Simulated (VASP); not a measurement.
# BaTe (I4/mmm) in VASP: electric field gradients with PBE

Aim: the electric field gradients of BaTe with PBE.

Program: VASP 6.6.1. These are calculated values, not measurements. Logs are shortened: lines on timing, memory, paths and dates and some standing lists are left out, and cuts for length are marked.

## Step 1: The cell of the first run

It takes space group I4/mmm (No. 139, tetragonal). Conventional cell: a = 4.895 Å, b = 4.895 Å, c = 6.820 Å, α = 90.00°, β = 90.00°, γ = 90.00°. Within 4.5 Å of Ba (site symmetry 4/mmm) lie 6 Te at 3.41 to 3.46 Å. Te (site symmetry 4/mmm) has 6 Ba at 3.41 to 3.46 Å within 4.5 Å.

## Step 2: Electric field gradients, PBE (x and y stretched by +1.5 %, z held)

The input, INCAR:

```
  PREC = Accurate
  ENCUT = 520
  EDIFF = 1E-8
  ISMEAR = -1
  SIGMA = 0.05
  LREAL = False
  LASPH = True
  NELM = 80
  ALGO = Normal
  ISIF = 2
  LWAVE = False
  LCHARG = False
  GGA = PE
  LEFG = True
  NBANDS = 15
```

The input, KPOINTS:

```
Automatic mesh
0
Gamma
  10 10 10
```

The input, POSCAR:

```
BaTe
1.0
    0.0000000000      3.4611500000      3.4100000000
    3.4611500000      0.0000000000      3.4100000000
    3.4611500000      3.4611500000      0.0000000000
Ba Te
1 1
Direct
    0.0000000000      0.0000000000      0.0000000000
    0.5000000000      0.5000000000      0.5000000000
```

Potentials or basis: VASP PAW PBE potentials, release 64 (Ba_sv, Te).

Launch:

```console
$ cat potpaw_PBE.64/Ba_sv/POTCAR potpaw_PBE.64/Te/POTCAR > POTCAR
$ mpirun -np 1 vasp_std > vasp.out
```

OUTCAR:

```text
PREC = Accurate
   ENCUT = 520
   EDIFF = 1E-8
   ISMEAR = -1
   LREAL = False
   LASPH = True
   NELM = 80
   ISIF = 2
   GGA = PE

 ion  position               nearest neighbor table
   1  0.000  0.000  0.000-   2 3.41   2 3.41   2 3.46   2 3.46   2 3.46   2 3.46
   2  0.500  0.500  0.500-   1 3.41   1 3.41   1 3.46   1 3.46   1 3.46   1 3.46

  LATTYP: Found a body centered tetragonal cell.
 ALAT       =     4.8948052714
 C/A-ratio  =     1.3933138546

  Lattice vectors:

 A1 = (   0.0000000000,  -3.4611500000,  -3.4100000000)
 A2 = (   0.0000000000,   3.4611500000,  -3.4100000000)
 A3 = (   3.4611500000,   0.0000000000,   3.4100000000)

Analysis of symmetry for initial positions (statically):
=====================================================================
 Subroutine PRICEL returns:
 Original cell was already a primitive cell.

 Routine SETGRP: Setting up the symmetry group for a
 body centered tetragonal supercell.

 Subroutine GETGRP returns: Found 16 space group operations
 (whereof 16 operations were pure point group operations)
 out of a pool of 16 trial point group operations.

The static configuration has the point symmetry D_4h.

Analysis of symmetry for dynamics (positions and initial velocities):
=====================================================================
 Subroutine PRICEL returns:
 Original cell was already a primitive cell.

 Routine SETGRP: Setting up the symmetry group for a
 body centered tetragonal supercell.

 Subroutine GETGRP returns: Found 16 space group operations
 (whereof 16 operations were pure point group operations)
 out of a pool of 16 trial point group operations.

The dynamic configuration has the point symmetry D_4h.

 Subroutine INISYM returns: Found 16 space group operations
 (whereof 16 operations are pure point group operations),
 and found     1 'primitive' translations

----------------------------------------------------------------------------------------

                                     Primitive cell

  volume of cell :      81.7006

  direct lattice vectors                    reciprocal lattice vectors
     0.000000000  3.461150000  3.410000000    -0.144460656  0.144460656  0.146627566
     3.461150000  0.000000000  3.410000000     0.144460656 -0.144460656  0.146627566
     3.461150000  3.461150000  0.000000000     0.144460656  0.144460656 -0.146627566

  length of vectors
     4.858771380  4.858771380  4.894805271     0.251470486  0.251470486  0.251470486

  position of ions in fractional coordinates (direct lattice)
     0.000000000  0.000000000  0.000000000
     0.500000000  0.500000000  0.500000000

  ion indices of the primitive-cell ions
   primitive index   ion index
                 1           1
                 2           2

----------------------------------------------------------------------------------------

 KPOINTS: Automatic mesh

Automatic generation of k-mesh.
 Grid dimensions read from file:
 generate k-points for:   10   10   10

 Generating k-lattice:

  Cartesian coordinates                     Fractional coordinates (reciprocal lattice)
    -0.014446066  0.014446066  0.014662757     0.100000000  0.000000000  0.000000000
     0.014446066 -0.014446066  0.014662757     0.000000000  0.100000000  0.000000000
     0.014446066  0.014446066 -0.014662757     0.000000000  0.000000000  0.100000000

  Length of vectors
     0.025147049  0.025147049  0.025147049

  Shift w.r.t. Gamma in fractional coordinates (k-lattice)
     0.000000000  0.000000000  0.000000000

 Subroutine IBZKPT returns following result:
 ===========================================

 Found    102 irreducible k-points:

 Following reciprocal coordinates:
            Coordinates               Weight
  0.000000  0.000000  0.000000      1.000000
  0.100000  0.000000  0.000000      8.000000
  0.200000  0.000000  0.000000      8.000000
  0.300000  0.000000  0.000000      8.000000
  0.400000  0.000000  0.000000      8.000000
  0.500000 -0.000000  0.000000      4.000000
[... 16 lines left out ...]
  0.300000  0.300000  0.000000      2.000000
  0.400000  0.300000  0.000000      8.000000
 [... further k-points ...]
   k-points           NKPTS =    102   k-points in BZ     NKDIM =    102   number of bands    NBANDS=     15
   number of dos      NEDOS =    301   number of ions     NIONS =      2
   total plane-waves  NPLWV =  46656
   dimension x,y,z NGX =    36 NGY =   36 NGZ =   36
   dimension x,y,z NGXF=    72 NGYF=   72 NGZF=   72
   ions per type =               1   1
   NGX,Y,Z   is equivalent  to a cutoff of  12.32, 12.32, 12.23 a.u.
   NGXF,Y,Z  is equivalent  to a cutoff of  24.64, 24.64, 24.45 a.u.
 SYSTEM =  unknown system
   PREC   = accura    normal or accurate (medium, high low for compatibility)
   ISTART =      0    job   : 0-new  1-cont  2-samecut
   ICHARG =      2    charge: 1-file 2-atom 10-const
   ISPIN  =      1    spin polarized calculation?
   LNONCOLLINEAR =      F non collinear calculations
   LSORBIT =      F    spin-orbit coupling
   LASPH  =      T    aspherical Exc in radial PAW
   ENCUT  =  520.0 eV  38.22 Ry    6.18 a.u.   9.03  9.03  9.10*2*pi/ulx,y,z
   NELM   =     80;   NELMIN=  2; NELMDL= -5     # of ELM steps
   EDIFF  = 0.1E-07   stopping-criterion for ELM
   LREAL  =      F    real-space projection
   EDIFFG = 0.1E-06   stopping-criterion for IOM
   NSW    =      0    number of steps for IOM
   IBRION =     -1    ionic relax: 0-MD 1-quasi-New 2-CG
   NFREE  =      0    steps in history (QN), initial steepest desc. (CG)
   ISIF   =      2    stress and relaxation
   ISYM   =      2    0-nonsym 1-usesym 2-fastsym
   POTIM  = 0.5000    time-step for ionic-motion
   TEBEG  =    0.0;   TEEND  =   0.0 temperature during run
   PSTRESS=    0.0 pullay stress
   NELECT =      16.0000    total number of electrons
   NUPDOWN=      -1.0000    fix difference up-down
   EMIN   =  10.00;   EMAX   =-10.00  energy-range for DOS
   EFERMI =   0.00;   METHOD = LEGACY
   ISMEAR =    -1;   SIGMA  =   0.05  broadening in eV -4-tet -1-fermi 0-gaus
   EFERMI_NEDOS =   21; number of points for ismear=-14 and -15
   IALGO  =     38    algorithm
   IMIX   =      4    mixing-type and parameters
     AMIX     =   0.40;   BMIX     =  1.00
     AMIX_MAG =   1.60;   BMIX_MAG =  1.00
  volume/ion in A,a.u.               =      40.85       275.67
  Fermi-wavevector in a.u.,A,eV,Ry     =   0.950692  1.796547 12.297149  0.903815
  Thomas-Fermi vector in A             =   2.079092
   LORBIT       =      0    0 simple, 1 ext, 2 COOP (PROOUT), +10 PAW based schemes
   GGA     = PE    functional components
   LHFCALC =     F    Hartree Fock is set to
   AEXX    =    0.0000 exact exchange contribution
   IVDW    =     0    specifies the selected vdW correction
   LEPSILON=     F    determine dielectric tensor
   LRPA    =     F    only Hartree local field effects (RPA)
 non-spin polarized calculation
  energy-cutoff  :      520.00
  volume of cell :       81.70
 maximum number of plane-waves:      2220
   NGX = 19   NGY = 19   NGZ = 19

 number of electron      15.9999999 magnetization

 Free energy of the ion-electron system (eV)
  ---------------------------------------------------
  ext. energy  EPLUGINS =         0.00000000
  ---------------------------------------------------
  free energy    TOTEN  =        -8.56320451 eV

  energy without entropy =       -8.56320449  energy(sigma->0) =       -8.56320450

 E-fermi :   3.3063     XC(G=0):  -8.4416

 val. band max:        2.6251623457   @ k =   0.0000   0.0000   0.0000
 cond. band min:       3.9965224809   @ k =   0.5000   0.5000   0.0000
 fundamental gap:      1.3713601352
 Fermi energy:         3.3063002735

 k-point     1 :       0.0000    0.0000    0.0000
  band No.  band energies     occupation
      1     -24.3057      2.00000
      2      -9.4752      2.00000
      3      -9.4691      2.00000
      4      -9.4691      2.00000
      5      -7.0625      2.00000
      6       2.5760      2.00000
      7       2.5760      2.00000
      8       2.6252      2.00000
      9       5.4507      0.00000
     10       5.4507      0.00000
     11       5.5486      0.00000
     12       5.6742      0.00000
     13       6.1182      0.00000
     14       6.2105      0.00000
[... 401 lines left out ...]
      2      -9.7683      2.00000
      3      -9.5577      2.00000
      4      -9.5489      2.00000
      5      -6.6499      2.00000
      6       1.0276      2.00000
      7       1.9895      2.00000
      8       2.0832      2.00000
      9       4.4361      0.00000
     10       7.0819      0.00000
     11       7.2302      0.00000
     12       8.1292      0.00000
     13       8.1548      0.00000
     14       9.4726      0.00000
     15      10.8289      0.00000

 [... further k-points ...]

------------------------ aborting loop because EDIFF is reached ----------------------------------------

  FORCE on cell =-STRESS in cart. coord.  units (eV):
  Direction    XX          YY          ZZ          XY          YZ          ZX
  --------------------------------------------------------------------------------------
  -------------------------------------------------------------------------------------
  Total        1.2909198      1.2909198      1.9737205      0.0000000      0.0000000      0.0000000
  in kB       25.3153904     25.3153904     38.7053512      0.0000000      0.0000000      0.0000000
  external PRESSURE =      29.7787107 kB  Pullay stress =       0.0000000 kB

 VOLUME and BASIS-vectors are now :
 -----------------------------------------------------------------------------
  energy-cutoff  :      520.00
  volume of cell :       81.70
      direct lattice vectors                 reciprocal lattice vectors
     0.000000000  3.461150000  3.410000000    -0.144460656  0.144460656  0.146627566
     3.461150000  0.000000000  3.410000000     0.144460656 -0.144460656  0.146627566
     3.461150000  3.461150000  0.000000000     0.144460656  0.144460656 -0.146627566

 POSITION                                       TOTAL-FORCE (eV/Angst)
 -----------------------------------------------------------------------------------
      0.00000      0.00000      0.00000         0.000000     -0.000000      0.000000
      3.46115      3.46115      3.41000        -0.000000      0.000000      0.000000
 -----------------------------------------------------------------------------------
    total drift:                                0.000000      0.000000      0.000000

  FREE ENERGIE OF THE ION-ELECTRON SYSTEM (eV)
  ---------------------------------------------------
  free  energy   TOTEN  =        -8.5632045055 eV

  energy  without entropy=       -8.5632044931  energy(sigma->0) =       -8.56320450

 Electric field gradients (V/A^2)
---------------------------------------------------------------------
 ion       V_xx      V_yy      V_zz      V_xy      V_xz      V_yz
---------------------------------------------------------------------
   1       8.761     8.761   -17.522     0.000     0.000     0.000
   2       8.802     8.802   -17.603     0.000     0.000     0.000
---------------------------------------------------------------------

 Electric field gradients after diagonalization (V/A^2)
 (convention: |V_zz| > |V_xx| > |V_yy|)
----------------------------------------------------------------------
 ion       V_xx      V_yy      V_zz     asymmetry (V_yy - V_xx)/ V_zz
----------------------------------------------------------------------
   1       8.761     8.761   -17.522       0.000
   2       8.802     8.801   -17.603       0.000
----------------------------------------------------------------------

           NMR quadrupolar parameters

 Cq : quadrupolar parameter    Cq=e*Q*V_zz/h
 eta: asymmetry parameters     (V_yy - V_xx)/ V_zz
 Q  : nuclear electric quadrupole moment in mb (millibarn)
----------------------------------------------------------------------
 ion       Cq(MHz)       eta       Q (mb)
----------------------------------------------------------------------
   1      -0.042       0.000       1.000
   2      -0.043       0.000       1.000
----------------------------------------------------------------------
```

Wall time 2.8 min (1 thread of AMD EPYC 7R43 (Zen 3), shared host); peak memory 0.25 GiB.

What came out:

| Item | Value |
| --- | --- |
| Free energy | -8.5632 eV |
| Pressure | 3.0 GPa |
| Band gap on the k mesh | 1.37 eV (least direct gap 1.75 eV) |
| Largest electric field gradient by atom | Ba -17.5; Te -17.6 V/Å² |

Electric field gradients, principal values (V/Å²):
| atom | least | middle | greatest (by size) |
| --- | --- | --- | --- |
| 1 Ba | 8.761 | 8.761 | -17.522 |
| 2 Te | 8.801 | 8.802 | -17.603 |

Caveat: the cell differs from its parent crystal (x and y stretched by +1.5 %, z held); without QUAD_EFG the Cq values of the log hold for a quadrupole moment of 1 mb, not for the nuclei; spin-orbit coupling is left out, which moves the levels of the heavy elements.
